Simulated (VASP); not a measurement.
# TaS2 (P-3m1) in VASP: notebook

Runs on TaS2. Level: PBE. Tasks: electric field gradients.

Program: VASP 6.6.1. These are calculated values, not measurements. Logs are shortened: lines on timing, memory, paths and dates and some standing lists are left out, and cuts for length are marked.

### 1 The cell of the first run

It takes space group P-3m1 (No. 164, trigonal). Conventional cell: a = 3.350 Å, b = 3.350 Å, c = 5.684 Å, α = 90.00°, β = 90.00°, γ = 120.00°. Within 3.2 Å of Ta (site symmetry -3m) lie 6 S at 2.40 Å. S (site symmetry 3m) has 3 Ta at 2.40 Å within 3.2 Å.

### 2 Electric field gradients, PBE (zz strain of -3 %)

Input file INCAR:

```
SYSTEM = TaS2
  PREC = Accurate
  ENCUT = 400
  EDIFF = 1E-8
  ISMEAR = -1
  SIGMA = 0.03
  LREAL = .FALSE.
  LASPH = .TRUE.
  NELM = 120
  ALGO = Normal
  ISIF = 2
  LWAVE = .FALSE.
  LCHARG = .FALSE.
  GGA = PE
  LEFG = .TRUE.
  NBANDS = 18
  GGA_COMPAT = .FALSE.
```

Input file KPOINTS:

```
Automatic mesh
0
G
  9 9 5
  0 0 0
```

Input file POSCAR:

```
TaS2
1.0
    3.3500021206      0.0000000000      0.0000000000
   -1.6750010603      2.9011869392      0.0000000000
    0.0000000000      0.0000000000      5.6842000000
Ta S
1 2
Direct
    0.0000000000      0.0000000000      0.0000000000
    0.3333333333      0.6666666667      0.2500000000
    0.6666666667      0.3333333333      0.7500000000
```

Potentials or basis: VASP PAW PBE potentials, release 64 (Ta_pv, S).

On the command line:

```sh
cat potpaw_PBE.64/Ta_pv/POTCAR potpaw_PBE.64/S/POTCAR > POTCAR
mpirun -np 1 vasp_std > vasp.out
```

OUTCAR:

```text
SYSTEM = TaS2
   PREC = Accurate
   ENCUT = 400
   EDIFF = 1E-8
   ISMEAR = -1
   LREAL = .FALSE.
   LASPH = .TRUE.
   NELM = 120
   ISIF = 2
   GGA = PE

 ion  position               nearest neighbor table
   1  0.000  0.000  0.000-   2 2.40   3 2.40   3 2.40   2 2.40   3 2.40   2 2.40
   2  0.333  0.667  0.250-   1 2.40   1 2.40   1 2.40
   3  0.667  0.333  0.750-   1 2.40   1 2.40   1 2.40

  LATTYP: Found a hexagonal cell.
 ALAT       =     3.3500021206
 C/A-ratio  =     1.6967750453

  Lattice vectors:

 A1 = (   3.3500021206,   0.0000000000,   0.0000000000)
 A2 = (  -1.6750010603,   2.9011869392,   0.0000000000)
 A3 = (   0.0000000000,   0.0000000000,   5.6842000000)

Analysis of symmetry for initial positions (statically):
=====================================================================
 Subroutine PRICEL returns:
 Original cell was already a primitive cell.

 Routine SETGRP: Setting up the symmetry group for a
 hexagonal supercell.

 Subroutine GETGRP returns: Found 12 space group operations
 (whereof 12 operations were pure point group operations)
 out of a pool of 24 trial point group operations.

The static configuration has the point symmetry D_3d.

Analysis of symmetry for dynamics (positions and initial velocities):
=====================================================================
 Subroutine PRICEL returns:
 Original cell was already a primitive cell.

 Routine SETGRP: Setting up the symmetry group for a
 hexagonal supercell.

 Subroutine GETGRP returns: Found 12 space group operations
 (whereof 12 operations were pure point group operations)
 out of a pool of 24 trial point group operations.

The dynamic configuration has the point symmetry D_3d.

 Subroutine INISYM returns: Found 12 space group operations
 (whereof 12 operations are pure point group operations),
 and found     1 'primitive' translations

----------------------------------------------------------------------------------------

                                     Primitive cell

  volume of cell :      55.2446

  direct lattice vectors                    reciprocal lattice vectors
     3.350002121  0.000000000  0.000000000     0.298507274  0.172343255  0.000000000
    -1.675001060  2.901186939  0.000000000     0.000000000  0.344686510  0.000000000
     0.000000000  0.000000000  5.684200000     0.000000000  0.000000000  0.175926252

  length of vectors
     3.350002121  3.350002121  5.684200000     0.344686510  0.344686510  0.175926252

  position of ions in fractional coordinates (direct lattice)
     0.000000000  0.000000000  0.000000000
     0.333333333  0.666666667  0.250000000
     0.666666667  0.333333333  0.750000000

  ion indices of the primitive-cell ions
   primitive index   ion index
                 1           1
                 2           2
                 3           3

----------------------------------------------------------------------------------------

 KPOINTS: Automatic mesh

Automatic generation of k-mesh.
 Grid dimensions read from file:
 generate k-points for:    9    9    5

 Generating k-lattice:

  Cartesian coordinates                     Fractional coordinates (reciprocal lattice)
     0.033167475  0.019149251  0.000000000     0.111111111 -0.000000000  0.000000000
     0.000000000  0.038298501  0.000000000     0.000000000  0.111111111  0.000000000
     0.000000000  0.000000000  0.035185250     0.000000000  0.000000000  0.200000000

  Length of vectors
     0.038298501  0.038298501  0.035185250

  Shift w.r.t. Gamma in fractional coordinates (k-lattice)
     0.000000000  0.000000000  0.000000000

 Subroutine IBZKPT returns following result:
 ===========================================

 Found     50 irreducible k-points:

 Following reciprocal coordinates:
            Coordinates               Weight
  0.000000  0.000000  0.000000      1.000000
  0.111111  0.000000  0.000000      6.000000
  0.222222  0.000000  0.000000      6.000000
  0.333333  0.000000  0.000000      6.000000
  0.444444  0.000000  0.000000      6.000000
  0.111111  0.111111  0.000000      6.000000
[... 16 lines left out ...]
  0.222222  0.111111  0.200000     12.000000
 -0.111111  0.333333  0.200000     12.000000
 [... further k-points ...]
   k-points           NKPTS =     50   k-points in BZ     NKDIM =     50   number of bands    NBANDS=     18
   number of dos      NEDOS =    301   number of ions     NIONS =      3
   total plane-waves  NPLWV =  23040
   dimension x,y,z NGX =    24 NGY =   24 NGZ =   40
   dimension x,y,z NGXF=    48 NGYF=   48 NGZF=   80
   ions per type =               1   2
   NGX,Y,Z   is equivalent  to a cutoff of  11.91, 11.91, 11.70 a.u.
   NGXF,Y,Z  is equivalent  to a cutoff of  23.82, 23.82, 23.40 a.u.
 SYSTEM =  TaS2
   PREC   = accura    normal or accurate (medium, high low for compatibility)
   ISTART =      0    job   : 0-new  1-cont  2-samecut
   ICHARG =      2    charge: 1-file 2-atom 10-const
   ISPIN  =      1    spin polarized calculation?
   LNONCOLLINEAR =      F non collinear calculations
   LSORBIT =      F    spin-orbit coupling
   LASPH  =      T    aspherical Exc in radial PAW
   ENCUT  =  400.0 eV  29.40 Ry    5.42 a.u.   5.46  5.46  9.27*2*pi/ulx,y,z
   NELM   =    120;   NELMIN=  2; NELMDL= -5     # of ELM steps
   EDIFF  = 0.1E-07   stopping-criterion for ELM
   LREAL  =      F    real-space projection
   EDIFFG = 0.1E-06   stopping-criterion for IOM
   NSW    =      0    number of steps for IOM
   IBRION =     -1    ionic relax: 0-MD 1-quasi-New 2-CG
   NFREE  =      0    steps in history (QN), initial steepest desc. (CG)
   ISIF   =      2    stress and relaxation
   ISYM   =      2    0-nonsym 1-usesym 2-fastsym
   POTIM  = 0.5000    time-step for ionic-motion
   TEBEG  =    0.0;   TEEND  =   0.0 temperature during run
   PSTRESS=    0.0 pullay stress
   NELECT =      23.0000    total number of electrons
   NUPDOWN=      -1.0000    fix difference up-down
   EMIN   =  10.00;   EMAX   =-10.00  energy-range for DOS
   EFERMI =   0.00;   METHOD = LEGACY
   ISMEAR =    -1;   SIGMA  =   0.03  broadening in eV -4-tet -1-fermi 0-gaus
   EFERMI_NEDOS =   21; number of points for ismear=-14 and -15
   IALGO  =     38    algorithm
   IMIX   =      4    mixing-type and parameters
     AMIX     =   0.40;   BMIX     =  1.00
     AMIX_MAG =   1.60;   BMIX_MAG =  1.00
  volume/ion in A,a.u.               =      18.41       124.27
  Fermi-wavevector in a.u.,A,eV,Ry     =   1.222421  2.310040 20.331357  1.494313
  Thomas-Fermi vector in A             =   2.357568
   LORBIT       =      0    0 simple, 1 ext, 2 COOP (PROOUT), +10 PAW based schemes
   GGA     = PE    functional components
   LHFCALC =     F    Hartree Fock is set to
   AEXX    =    0.0000 exact exchange contribution
   IVDW    =     0    specifies the selected vdW correction
   LEPSILON=     F    determine dielectric tensor
   LRPA    =     F    only Hartree local field effects (RPA)
 non-spin polarized calculation
  energy-cutoff  :      400.00
  volume of cell :       55.24
 maximum number of plane-waves:      1039
 NGX is ok and might be reduce to    24
   NGX = 11   NGY = 11   NGZ = 19

 number of electron      23.0000001 magnetization

 Free energy of the ion-electron system (eV)
  ---------------------------------------------------
  ext. energy  EPLUGINS =         0.00000000
  ---------------------------------------------------
  free energy    TOTEN  =       -22.84502446 eV

  energy without entropy =      -22.83863611  energy(sigma->0) =      -22.84183029

 E-fermi :   6.0249     XC(G=0): -10.6742

 val. band max:        6.0200016119   @ k =   0.3333   0.1111   0.0000
 cond. band min:       6.0291235502   @ k =   0.2222   0.1111   0.0000
 fundamental gap:      0.0091219383
 Fermi energy:         6.0249154127

 k-point     1 :       0.0000    0.0000    0.0000
  band No.  band energies     occupation
      1     -29.2205      2.00000
      2     -29.1984      2.00000
      3     -29.1984      2.00000
      4      -9.3546      2.00000
      5      -7.0414      2.00000
      6      -1.1470      2.00000
[... 10 lines left out ...]
     17      11.0966      0.00000
     18      11.8478      0.00000
[... 463 lines left out ...]
 k-point    24 :      -0.1111    0.3333    0.2000
  band No.  band energies     occupation
      1     -29.3898      2.00000
      2     -29.2560      2.00000
      3     -29.1804      2.00000
      4      -8.1210      2.00000
      5      -7.2137      2.00000
      6      -0.0807      2.00000
[... 10 lines left out ...]
     17      12.9073      0.00000
     18      13.4759      0.00000

 [... further k-points ...]
[... 5 lines left out ...]
  --------------------------------------------------------------------------------------
  -------------------------------------------------------------------------------------
  Total        4.0291561      4.0291561      6.6718151      0.0000000      0.0000000      0.0000000
  in kB      116.8515642    116.8515642    193.4926361      0.0000000      0.0000000      0.0000000
  external PRESSURE =     142.3985882 kB  Pullay stress =       0.0000000 kB

 VOLUME and BASIS-vectors are now :
 -----------------------------------------------------------------------------
  energy-cutoff  :      400.00
  volume of cell :       55.24
      direct lattice vectors                 reciprocal lattice vectors
     3.350002121  0.000000000  0.000000000     0.298507274  0.172343255  0.000000000
    -1.675001060  2.901186939  0.000000000     0.000000000  0.344686510  0.000000000
     0.000000000  0.000000000  5.684200000     0.000000000  0.000000000  0.175926252

 POSITION                                       TOTAL-FORCE (eV/Angst)
 -----------------------------------------------------------------------------------
      0.00000      0.00000      0.00000        -0.000000     -0.000000      0.000000
     -0.00000      1.93412      1.42105        -0.000000      0.000000      1.981762
      1.67500      0.96706      4.26315         0.000000     -0.000000     -1.981762
 -----------------------------------------------------------------------------------
    total drift:                               -0.000000      0.000000      0.000000

  FREE ENERGIE OF THE ION-ELECTRON SYSTEM (eV)
  ---------------------------------------------------
  free  energy   TOTEN  =       -22.8450244568 eV

  energy  without entropy=      -22.8386361137  energy(sigma->0) =      -22.84183029

 Electric field gradients (V/A^2)
---------------------------------------------------------------------
 ion       V_xx      V_yy      V_zz      V_xy      V_xz      V_yz
---------------------------------------------------------------------
   1      68.037    68.037  -136.075    -0.000     0.000    -0.000
   2       9.833     9.833   -19.667    -0.000    -0.000     0.000
   3       9.833     9.833   -19.667    -0.000    -0.000     0.000
---------------------------------------------------------------------

 Electric field gradients after diagonalization (V/A^2)
 (convention: |V_zz| > |V_xx| > |V_yy|)
----------------------------------------------------------------------
 ion       V_xx      V_yy      V_zz     asymmetry (V_yy - V_xx)/ V_zz
----------------------------------------------------------------------
   1      68.038    68.037  -136.075       0.000
   2       9.834     9.833   -19.667       0.000
   3       9.834     9.833   -19.667       0.000
----------------------------------------------------------------------

           NMR quadrupolar parameters

 Cq : quadrupolar parameter    Cq=e*Q*V_zz/h
 eta: asymmetry parameters     (V_yy - V_xx)/ V_zz
 Q  : nuclear electric quadrupole moment in mb (millibarn)
----------------------------------------------------------------------
 ion       Cq(MHz)       eta       Q (mb)
----------------------------------------------------------------------
   1      -0.329       0.000       1.000
   2      -0.048       0.000       1.000
   3      -0.048       0.000       1.000
----------------------------------------------------------------------
```

Run time: 60 s. Hardware: 1 thread of Intel Xeon 8259CL, shared host; peak memory 0.18 GiB.

What came out:

```
Free energy   : -22.8450 eV
Pressure      : 14.2 GPa
Largest force : 1.982 eV/Å
```

Forces on the atoms (eV/Å):
```
Ta   0.000  0.000  0.000
S    0.000  0.000  1.982
S    0.000  0.000 -1.982
```

Electric field gradients, principal values (V/Å²):
```csv
atom,least,middle,greatest (by size)
1 Ta,68.037,68.038,-136.075
2 S,9.833,9.834,-19.667
3 S,9.833,9.834,-19.667
```

Caveat: the cell differs from its parent crystal (zz strain of -3 %); without QUAD_EFG the Cq values of the log hold for a quadrupole moment of 1 mb, not for the nuclei; spin-orbit coupling is left out, which moves the levels of the heavy elements; forces of over 1 eV/Å act on the atoms, so gaps and moduli don't describe the material at rest.

(Part 1 of 2 ends here.)
